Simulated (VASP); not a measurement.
Set up this calculation in VASP 6.6.1, as the native input.

* Task: single point
* Functional: r2SCAN
* Dispersion: D4
* Potentials or basis: VASP PAW PBE potentials, release 64 (Ga_d, N)
* Cutoff: 520 eV
* k mesh: 10 × 10 × 5
* Occupations: fermi-dirac, width 0.05 eV
* Spin: no spin polarisation
* Dipole correction: no
* Further INCAR settings: ALGO = Normal; EDIFF = 1e-06; NBANDS = 26

Crystal: GaN.

```
CELL_PARAMETERS angstrom
3.22185 0.00000 0.00000
-1.61092 2.79020 0.00000
0.00000 0.00000 5.23398
ATOMIC_POSITIONS crystal
Ga 0.66667 0.33333 0.50000
Ga 0.33333 0.66667 0.00000
N 0.66667 0.33333 0.87500
N 0.33333 0.66667 0.37500
```

These files were run (other wordings do the same):

POSCAR

```
GaN
1.0
    3.2218469041      0.0000000000      0.0000000000
   -1.6109234521      2.7902012661      0.0000000000
    0.0000000000      0.0000000000      5.2339814801
Ga N
2 2
Direct
    0.6666666667      0.3333333333      0.5000000000
    0.3333333333      0.6666666667      0.0000000000
    0.6666666667      0.3333333333      0.8750000000
    0.3333333333      0.6666666667      0.3750000000
```

INCAR.step1

```
PREC = Accurate
ENCUT = 520
ISMEAR = -1
SIGMA = 0.05
LREAL = F
LASPH = T
NELM = 100
NBANDS = 26
GGA = PE
ALGO = Normal
EDIFF = 1E-4
LWAVE = T
LCHARG = F
```

INCAR.step2

```
PREC = Accurate
ENCUT = 520
EDIFF = 1E-6
ISMEAR = -1
SIGMA = 0.05
LREAL = F
LASPH = T
NELM = 100
ALGO = Normal
ISIF = 2
LWAVE = F
LCHARG = T
METAGGA = R2SCAN
LMIXTAU = T
IVDW = 13
VDW_S6 = 1.0
VDW_S8 = 0.6018749
VDW_A1 = 0.51559235
VDW_A2 = 5.77342911
LELF = T
LVHAR = T
NBANDS = 26
ISTART = 1
```

KPOINTS

```
regular mesh
0
Gamma
  10 10 5
```

Potentials or basis: VASP PAW PBE potentials, release 64 (Ga_d, N).

The run is started by

```sh
$ cat potpaw_PBE.64/Ga_d/POTCAR potpaw_PBE.64/N/POTCAR > POTCAR
$ cp INCAR.step1 INCAR
$ mpirun -np 1 vasp_std > vasp.out
$ cp INCAR.step2 INCAR
$ mpirun -np 1 vasp_std > vasp.out
```

Results of the run:

| Property | Result |
| --- | --- |
| Pressure | -7.0 GPa |
| Largest force | 0.125 eV/Å |
| Band gap on the k mesh | 2.10 eV |
| Dispersion energy per atom | -0.142 eV |

Caveat: the cell stands under tension; the PAW data sets were made with another functional, which shifts forces and pressure a little.

Run time: 91 s on 1 thread of Intel(R) Xeon(R) Platinum 8488C (Sapphire Rapids), on a shared host, peak memory 0.19 GiB.
